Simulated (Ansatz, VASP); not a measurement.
# Co in VASP and in Ansatz

Contents of INCAR:

```
ALGO     = Normal         # electronic algorithm
EDIFF    = 1E-6           # SCF threshold, eV
ENCUT    = 520            # plane-wave cutoff, eV
GGA      = PE             # functional
ISIF     = 2              # what is computed and relaxed
ISMEAR   = -1             # smearing method
ISPIN    = 2              # spin polarisation
LASPH    = T              # aspherical terms in the spheres
LCHARG   = F              # write CHGCAR
LMAXMIX  = 4              # l up to which the mixer works
LORBIT   = 11             # projections on sites
LREAL    = F              # projectors in reciprocal space
LWAVE    = F              # write WAVECAR
MAGMOM   = 1.69 1.69      # initial moments
NBANDS   = 20             # bands
NELM     = 150            # most SCF steps
PREC     = Accurate       # precision mode
SIGMA    = 0.05           # smearing width, eV
```

The input KPOINTS:

```
k-points
0
Gamma
  14 14 8
```

POSCAR

```
Co
1.0
    2.4935221926      0.0000000000      0.0000000000
   -1.2467610963      2.1594535637      0.0000000000
    0.0000000000      0.0000000000      4.0277844638
Co
2
Direct
    0.3333333333      0.6666666667      0.2500000000
    0.6666666667      0.3333333333      0.7500000000
```

Input for Ansatz:

```yaml
crystal:
  lattice:
    - [2.4935221926, 0.0, 0.0]
    - [-1.2467610963, 2.1594535637, 0.0]
    - [0.0, 0.0, 4.0277844638]
  atoms:
    - { symbol: Co, position: [0.3333333333, 0.6666666667, 0.25], spin: 1.69 }
    - { symbol: Co, position: [0.6666666667, 0.3333333333, 0.75], spin: 1.69 }
hamiltonian:
  xc: pbe
  pseudopotentials:
    kind: paw
    azcp:
      Co: "pseudopotentials/Co.paw.azcp"
basis:
  ecutwfc: 420
  fft_grid_basis: typed
kpoints:
  mp_grid: { grid: [14, 14, 8], shift: [0, 0, 0] }
magnetization:
  spin_polarized: true
scf:
  occupations: { method: fermi_dirac, width: 0.05 }
  lower_state_search: "off"
output:
  stress: true
```

Alike in both runs: task single point; functional PBE; k mesh 14 × 14 × 8; occupations fermi-dirac, width 0.05 eV; collinear spin.

```csv
,VASP,Ansatz
version,VASP 6.6.1,Ansatz 0.2.0
potentials or method,"VASP PAW PBE potentials, release 64 (Co), cutoff 520 eV","plane waves (420 eV) with PAW, scalar-relativistic"
valence electrons in the cell,18,34
```

Ansatz gave:

| Property | Result |
| --- | --- |
| pressure (GPa) | 0.0 |
| net moment per atom (μB) | 1.59 |
| size of the moment on the site where the two differ most (μB) | 1.67 |

Problem. Estimate VASP's values.

Solution. Pressure (GPa): -0.9; net moment per atom (μB): 1.58; size of the moment on the site where the two differ most (μB): 1.60.

Site moments also hang on the region over which each program counts them. VASP's potentials hold 18 valence electrons a cell and Ansatz's 34, so a difference there can come from the potentials and not from the codes.
